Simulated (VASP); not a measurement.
SiO2, 21 atoms in the cell. The cell holds a disordered packing, 21 atoms: a = 6.651 Å, b = 7.206 Å, c = 6.939 Å, α = 92.65°, β = 91.55°, γ = 95.07°. 

| Item | Value |
| --- | --- |
| Program | VASP 6.6.1 |
| Task | single point |
| Functional | PBE |
| Potentials or basis | VASP PAW PBE potentials, release 64 (Si, O) |
| Cutoff | 520 eV |
| k mesh | 1 × 1 × 1, shifted |
| Occupations | fermi-dirac, width 0.05 eV |
| Spin | no spin polarisation |
| Dipole correction | no |
| Mended | yes |
| Further INCAR settings | LREAL = Auto; ALGO = Normal; EDIFF = 1e-06; NBANDS = 72; ISYM = -1 |

Potentials or basis: VASP PAW PBE potentials, release 64 (Si, O).

The run is started by

```sh
$ cat potpaw_PBE.64/Si/POTCAR potpaw_PBE.64/O/POTCAR > POTCAR
$ mpirun -np 1 vasp_std > vasp.out
```

Hardware: 1 thread of Intel(R) Xeon(R) 6975P-C (Granite Rapids), on a shared host.

**Question.** Estimate the wall time of this run.

**Answer.** Run time: 28 s on 1 thread of Intel(R) Xeon(R) 6975P-C (Granite Rapids), with other jobs on the host, peak memory 0.34 GiB. Counts: scf iterations 16, k points 1.
